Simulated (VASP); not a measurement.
TaH3, 4 atoms in the cell. The structure is tetragonal, space group I4/mmm (No. 139). Conventional cell: a = 3.257 Å, b = 3.257 Å, c = 7.240 Å, α = 90.00°, β = 90.00°, γ = 90.00°. Ta (site symmetry 4/mmm) has 12 H at 2.30 to 2.43 Å within 3.0 Å. H (site symmetry 4/mmm) has 4 Ta at 2.30 Å and 8 H at 2.43 Å within 3.0 Å. Within 3.0 Å of H (site symmetry -4m2) lie 8 H at 2.30 to 2.43 Å and 4 Ta at 2.43 Å. 

| Quantity | Value |
| --- | --- |
| Program | VASP 6.6.1 |
| Task | single point |
| Functional | PBEsol |
| Potentials or basis | VASP PAW PBE potentials, release 64 (Ta_pv, H) |
| Cutoff | 520 eV |
| k mesh | 11 × 11 × 11 |
| Occupations | fermi-dirac, width 0.1 eV |
| Spin | no spin polarisation |
| Dipole correction | no |
| Further INCAR settings | ALGO = Normal; EDIFF = 1e-07; NBANDS = 15 |

Potentials or basis: VASP PAW PBE potentials, release 64 (Ta_pv, H).

The run is started by

```bash
$ cat potpaw_PBE.64/Ta_pv/POTCAR potpaw_PBE.64/H/POTCAR > POTCAR
$ mpirun -np 1 vasp_std > vasp.out
```

Hardware: 1 thread of AMD EPYC 7R13, with other jobs on the host.

How long does it take, and how much memory?

It took 90 s on 1 thread of AMD EPYC 7R13, with other jobs on the host, peak memory 0.2 GiB. Counts: scf iterations 14, k points 126.
